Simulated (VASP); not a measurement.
# MnSb (Fm-3m) in VASP: further runs

Runs on MnSb. Level: PBE. Tasks: single point.

All numbers are computed with VASP 6.6.1; they aren't measurements. Logs are shortened: lines on timing, memory, paths and dates and some standing lists are left out, and cuts for length are marked.

### 1 The cell of the first run

It takes space group Fm-3m (No. 225, cubic). The conventional cell has a = 5.476 Å, b = 5.476 Å, c = 5.476 Å, α = 90.00°, β = 90.00°, γ = 90.00°. Mn (site symmetry m-3m) has 6 Sb at 2.74 Å within 3.6 Å. Sb (site symmetry m-3m) has 6 Mn at 2.74 Å within 3.6 Å.

### 2 Single point, PBE, collinear spin, ferromagnetic start (volume scaled by 0.94)

The input, INCAR:

```
PREC = Accurate ; ENCUT = 520
EDIFF = 1E-7 ; ISMEAR = -1
SIGMA = 0.08 ; LREAL = F
LASPH = T ; NELM = 150
ALGO = Normal ; ISIF = 2
LWAVE = F ; LCHARG = F
ISPIN = 2 ; MAGMOM = 4 0
LORBIT = 11 ; LMAXMIX = 4
GGA = PE ; NBANDS = 20
```

The input, KPOINTS:

```
regular mesh
0
Gamma
  12 12 12
```

The input, POSCAR:

```
MnSb
1.0
    0.0000000000      2.7379588472      2.7379588472
    2.7379588472      0.0000000000      2.7379588472
    2.7379588472      2.7379588472      0.0000000000
Mn Sb
1 1
Direct
    0.0000000000      0.0000000000      0.0000000000
    0.5000000000      0.5000000000      0.5000000000
```

Potentials or basis: VASP PAW PBE potentials, release 64 (Mn_pv, Sb).

On the command line:

```
> cat potpaw_PBE.64/Mn_pv/POTCAR potpaw_PBE.64/Sb/POTCAR > POTCAR
> mpirun -np 1 vasp_std > vasp.out
```

OUTCAR:

```text
PREC = Accurate
   ENCUT = 520
   EDIFF = 1E-7
   ISMEAR = -1
   LREAL = F
   LASPH = T
   NELM = 150
   ISIF = 2
   ISPIN = 2
   LORBIT = 11
   GGA = PE

 ion  position               nearest neighbor table
   1  0.000  0.000  0.000-   2 2.74   2 2.74   2 2.74   2 2.74   2 2.74   2 2.74
   2  0.500  0.500  0.500-   1 2.74   1 2.74   1 2.74   1 2.74   1 2.74   1 2.74

  LATTYP: Found a face centered cubic cell.
 ALAT       =     5.4759176944

  Lattice vectors:

 A1 = (   0.0000000000,   2.7379588472,   2.7379588472)
 A2 = (   2.7379588472,   0.0000000000,   2.7379588472)
 A3 = (   2.7379588472,   2.7379588472,   0.0000000000)

Analysis of symmetry for initial positions (statically):
=====================================================================
 Subroutine PRICEL returns:
 Original cell was already a primitive cell.

 Routine SETGRP: Setting up the symmetry group for a
 face centered cubic supercell.

 Subroutine GETGRP returns: Found 48 space group operations
 (whereof 48 operations were pure point group operations)
 out of a pool of 48 trial point group operations.

The static configuration has the point symmetry O_h .

Analysis of symmetry for dynamics (positions and initial velocities):
=====================================================================
 Subroutine PRICEL returns:
 Original cell was already a primitive cell.

 Routine SETGRP: Setting up the symmetry group for a
 face centered cubic supercell.

 Subroutine GETGRP returns: Found 48 space group operations
 (whereof 48 operations were pure point group operations)
 out of a pool of 48 trial point group operations.

The dynamic configuration has the point symmetry O_h .

Analysis of structural, dynamic, and magnetic symmetry:
=====================================================================
 Subroutine PRICEL returns:
 Original cell was already a primitive cell.

 Routine SETGRP: Setting up the symmetry group for a
 face centered cubic supercell.

 Subroutine GETGRP returns: Found 48 space group operations
 (whereof 48 operations were pure point group operations)
 out of a pool of 48 trial point group operations.

The overall configuration has the point symmetry O_h .

 Subroutine INISYM returns: Found 48 space group operations
 (whereof 48 operations are pure point group operations),
 and found     1 'primitive' translations

----------------------------------------------------------------------------------------

                                     Primitive cell

  volume of cell :      41.0498

  direct lattice vectors                    reciprocal lattice vectors
     0.000000000  2.737958847  2.737958847    -0.182617792  0.182617792  0.182617792
     2.737958847  0.000000000  2.737958847     0.182617792 -0.182617792  0.182617792
     2.737958847  2.737958847  0.000000000     0.182617792  0.182617792 -0.182617792

  length of vectors
     3.872058535  3.872058535  3.872058535     0.316303295  0.316303295  0.316303295

  position of ions in fractional coordinates (direct lattice)
     0.000000000  0.000000000  0.000000000
     0.500000000  0.500000000  0.500000000

  ion indices of the primitive-cell ions
   primitive index   ion index
                 1           1
                 2           2

----------------------------------------------------------------------------------------

 KPOINTS: regular mesh

Automatic generation of k-mesh.
 Grid dimensions read from file:
 generate k-points for:   12   12   12

 Generating k-lattice:

  Cartesian coordinates                     Fractional coordinates (reciprocal lattice)
    -0.015218149  0.015218149  0.015218149     0.083333333  0.000000000  0.000000000
     0.015218149 -0.015218149  0.015218149     0.000000000  0.083333333  0.000000000
     0.015218149  0.015218149 -0.015218149     0.000000000  0.000000000  0.083333333

  Length of vectors
     0.026358608  0.026358608  0.026358608

  Shift w.r.t. Gamma in fractional coordinates (k-lattice)
     0.000000000  0.000000000  0.000000000

 Subroutine IBZKPT returns following result:
 ===========================================

 Found     72 irreducible k-points:

 Following reciprocal coordinates:
            Coordinates               Weight
  0.000000  0.000000  0.000000      1.000000
  0.083333  0.000000  0.000000      8.000000
  0.166667  0.000000  0.000000      8.000000
  0.250000  0.000000  0.000000      8.000000
  0.333333  0.000000  0.000000      8.000000
  0.416667  0.000000  0.000000      8.000000
[... 16 lines left out ...]
  0.500000  0.166667  0.000000     24.000000
 -0.416667  0.166667  0.000000     24.000000
 [... further k-points ...]
   k-points           NKPTS =     72   k-points in BZ     NKDIM =     72   number of bands    NBANDS=     20
   number of dos      NEDOS =    301   number of ions     NIONS =      2
   total plane-waves  NPLWV =  27000
   dimension x,y,z NGX =    30 NGY =   30 NGZ =   30
   dimension x,y,z NGXF=    60 NGYF=   60 NGZF=   60
   ions per type =               1   1
   NGX,Y,Z   is equivalent  to a cutoff of  12.88, 12.88, 12.88 a.u.
   NGXF,Y,Z  is equivalent  to a cutoff of  25.76, 25.76, 25.76 a.u.
 SYSTEM =  unknown system
   PREC   = accura    normal or accurate (medium, high low for compatibility)
   ISTART =      0    job   : 0-new  1-cont  2-samecut
   ICHARG =      2    charge: 1-file 2-atom 10-const
   ISPIN  =      2    spin polarized calculation?
   LNONCOLLINEAR =      F non collinear calculations
   LSORBIT =      F    spin-orbit coupling
   LASPH  =      T    aspherical Exc in radial PAW
   ENCUT  =  520.0 eV  38.22 Ry    6.18 a.u.   7.20  7.20  7.20*2*pi/ulx,y,z
   NELM   =    150;   NELMIN=  2; NELMDL= -5     # of ELM steps
   EDIFF  = 0.1E-06   stopping-criterion for ELM
   LREAL  =      F    real-space projection
   EDIFFG = 0.1E-05   stopping-criterion for IOM
   NSW    =      0    number of steps for IOM
   IBRION =     -1    ionic relax: 0-MD 1-quasi-New 2-CG
   NFREE  =      0    steps in history (QN), initial steepest desc. (CG)
   ISIF   =      2    stress and relaxation
   ISYM   =      2    0-nonsym 1-usesym 2-fastsym
   POTIM  = 0.5000    time-step for ionic-motion
   TEBEG  =    0.0;   TEEND  =   0.0 temperature during run
   PSTRESS=    0.0 pullay stress
   NELECT =      18.0000    total number of electrons
   NUPDOWN=      -1.0000    fix difference up-down
   EMIN   =  10.00;   EMAX   =-10.00  energy-range for DOS
   EFERMI =   0.00;   METHOD = LEGACY
   ISMEAR =    -1;   SIGMA  =   0.08  broadening in eV -4-tet -1-fermi 0-gaus
   EFERMI_NEDOS =   21; number of points for ismear=-14 and -15
   IALGO  =     38    algorithm
   IMIX   =      4    mixing-type and parameters
     AMIX     =   0.40;   BMIX     =  1.00
     AMIX_MAG =   1.60;   BMIX_MAG =  1.00
  volume/ion in A,a.u.               =      20.52       138.51
  Fermi-wavevector in a.u.,A,eV,Ry     =   1.243738  2.350323 21.046623  1.546883
  Thomas-Fermi vector in A             =   2.378035
   LORBIT       =     11    0 simple, 1 ext, 2 COOP (PROOUT), +10 PAW based schemes
   GGA     = PE    functional components
   LHFCALC =     F    Hartree Fock is set to
   AEXX    =    0.0000 exact exchange contribution
   IVDW    =     0    specifies the selected vdW correction
   LEPSILON=     F    determine dielectric tensor
   LRPA    =     F    only Hartree local field effects (RPA)
 spin polarized calculation
  energy-cutoff  :      520.00
  volume of cell :       41.05
 maximum number of plane-waves:      1125
 NGX is ok and might be reduce to    30
   NGX = 15   NGY = 15   NGZ = 15

 number of electron      18.0000007 magnetization       3.7126253

 Free energy of the ion-electron system (eV)
  ---------------------------------------------------
  ext. energy  EPLUGINS =         0.00000000
  ---------------------------------------------------
  free energy    TOTEN  =       -12.83899609 eV

  energy without entropy =      -12.81491028  energy(sigma->0) =      -12.82695318

 E-fermi :   8.3332     XC(G=0): -10.8705

 val. band max:        8.3218233693   @ k =  -0.4167   0.2500   0.0833
 cond. band min:       8.3460027092   @ k =  -0.1667   0.1667   0.0000
 fundamental gap:      0.0241793400
 Fermi energy:         8.3332229541

 spin component 1

 k-point     1 :       0.0000    0.0000    0.0000
  band No.  band energies     occupation
      1     -41.8448      1.00000
      2     -41.8448      1.00000
      3     -41.8448      1.00000
      4      -3.5787      1.00000
      5       5.2870      1.00000
      6       5.2870      1.00000
[... 12 lines left out ...]
     19      18.2114      0.00000
     20      18.2114      0.00000
[... 507 lines left out ...]
 k-point    24 :      -0.4167    0.1667    0.0000
  band No.  band energies     occupation
      1     -41.8489      1.00000
      2     -41.8458      1.00000
      3     -41.8450      1.00000
      4      -1.0405      1.00000
      5       2.4048      1.00000
      6       4.3913      1.00000
[... 12 lines left out ...]
     19      21.0602      0.00000
     20      24.6149      0.00000

 [... further k-points ...]

 spin component 2

 k-point     1 :       0.0000    0.0000    0.0000
  band No.  band energies     occupation
      1     -38.0591      1.00000
      2     -38.0590      1.00000
      3     -38.0590      1.00000
      4      -3.4774      1.00000
      5       8.3930      0.32140
      6       8.3930      0.32135
[... 12 lines left out ...]
     19      19.1709      0.00000
     20      19.1709      0.00000
[... 507 lines left out ...]
 k-point    24 :      -0.4167    0.1667    0.0000
  band No.  band energies     occupation
      1     -38.0646      1.00000
      2     -38.0604      1.00000
      3     -38.0593      1.00000
      4      -1.0599      1.00000
      5       2.9208      1.00000
      6       5.7026      1.00000
[... 12 lines left out ...]
     19      21.6462      0.00000
     20      24.8710      0.00000

 [... further k-points ...]

------------------------ aborting loop because EDIFF is reached ----------------------------------------

  FORCE on cell =-STRESS in cart. coord.  units (eV):
  Direction    XX          YY          ZZ          XY          YZ          ZX
  --------------------------------------------------------------------------------------
  -------------------------------------------------------------------------------------
  Total        0.9552425      0.9552425      0.9552425     -0.0000000      0.0000000     -0.0000000
  in kB       37.2832262     37.2832262     37.2832262     -0.0000000      0.0000000     -0.0000000
  external PRESSURE =      37.2832262 kB  Pullay stress =       0.0000000 kB

 VOLUME and BASIS-vectors are now :
 -----------------------------------------------------------------------------
  energy-cutoff  :      520.00
  volume of cell :       41.05
      direct lattice vectors                 reciprocal lattice vectors
     0.000000000  2.737958847  2.737958847    -0.182617792  0.182617792  0.182617792
     2.737958847  0.000000000  2.737958847     0.182617792 -0.182617792  0.182617792
     2.737958847  2.737958847  0.000000000     0.182617792  0.182617792 -0.182617792

 POSITION                                       TOTAL-FORCE (eV/Angst)
 -----------------------------------------------------------------------------------
      0.00000      0.00000      0.00000         0.000000      0.000000     -0.000000
      2.73796      2.73796      2.73796        -0.000000     -0.000000      0.000000
 -----------------------------------------------------------------------------------
    total drift:                               -0.000000      0.000000      0.000000

  FREE ENERGIE OF THE ION-ELECTRON SYSTEM (eV)
  ---------------------------------------------------
  free  energy   TOTEN  =       -12.8389960869 eV

  energy  without entropy=      -12.8149102761  energy(sigma->0) =      -12.82695318

 total charge

# of ion       s       p       d       tot
------------------------------------------
    1        0.291   6.203   5.034  11.528
    2        1.139   1.324   0.043   2.506
--------------------------------------------------
tot          1.430   7.527   5.077  14.034

 magnetization (x)

# of ion       s       p       d       tot
------------------------------------------
    1        0.075   0.038   3.519   3.631
    2        0.012  -0.118   0.012  -0.094
--------------------------------------------------
tot          0.087  -0.080   3.531   3.538
```

It took 3.8 min on 1 thread of Oxide Virtual Turin-like, shared host; peak memory 0.21 GiB.

Results:

```yaml
Free_energy: -12.8390 eV
Pressure: 3.7 GPa
Net_moment: 3.71 μB per cell
Site_moments: Mn +3.63; Sb -0.09 μB
Valence_electrons_inside_the_program's_atomic_spheres: Mn 11.53; Sb 2.51
```

Levels at points of the mesh, in eV from the Fermi level:
Spin up:
```tsv
k point	band 9	band 10	band 11	band 12	band 13	band 14
(0.00, 0.00, 0.00)	-2.76	1.46	1.46	1.46	5.75	8.13
(0.50, 0.00, 0.00)	-2.61	-2.25	3.06	3.06	4.20	5.00
(0.50, 0.50, 0.00)	-2.49	-1.58	-1.58	-1.57	1.23	4.98
```
Spin down:
```csv
k point,band 4,band 5,band 6,band 7,band 8,band 9,band 10,band 11
"(0.00, 0.00, 0.00)",-11.81,0.06,0.06,0.14,0.14,0.14,1.48,1.48
"(0.50, 0.00, 0.00)",-9.53,-5.84,-2.01,-2.01,0.86,0.86,1.10,4.36
"(0.50, 0.50, 0.00)",-9.13,-4.83,-1.44,-1.44,-0.92,0.40,1.01,1.17
```

Caveat: spin-orbit coupling is left out, which moves the levels of the heavy elements; a cell with one magnetic atom can't hold antiferromagnetic order, which such compounds often take.

(Part 1 of 2 ends here.)
